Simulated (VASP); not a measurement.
# Zn: single point with LDA

The system is Zn.

```
Zn
1.0
     2.54521    0.00000    0.00000
     0.00000    2.54521    0.00000
     0.00000    0.00000    2.54521
Zn
1
Direct
  0.00000 0.00000 0.00000
```

| Quantity | Value |
| --- | --- |
| Program | VASP 6.6.1 |
| Task | single point |
| Functional | LDA |
| Potentials or basis | VASP PAW LDA potentials, release 64 (Zn) |
| Cutoff | 520 eV |
| k mesh | 16 × 16 × 16 |
| Occupations | fermi-dirac, width 0.1 eV |
| Spin | no spin polarisation |

| Item | Value |
| --- | --- |
| Pressure | -1.2 GPa |
| Band gap on the k mesh | zero (band 6 reaches 7.93 eV, above the bottom of band 7 at -0.75 eV) |

Levels at points of the mesh, in eV from the Fermi level:
```
           k point  band 4  band 5  band 6  band 7  band 8  band 9
(0.00, 0.00, 0.00)   -6.85   -6.85   -6.85   13.00   13.00   13.00
(0.50, 0.00, 0.00)   -7.25   -6.82   -3.09   -2.83   17.89   17.89
(0.50, 0.50, 0.00)   -7.18   -6.54    1.40    1.40    3.05    6.52
(0.50, 0.50, 0.50)   -6.52   -6.52    5.85    5.85    5.85   10.89
```

It took 38 s on 1 thread of Intel Xeon 8259CL (shared host), peak memory 0.14 GiB.
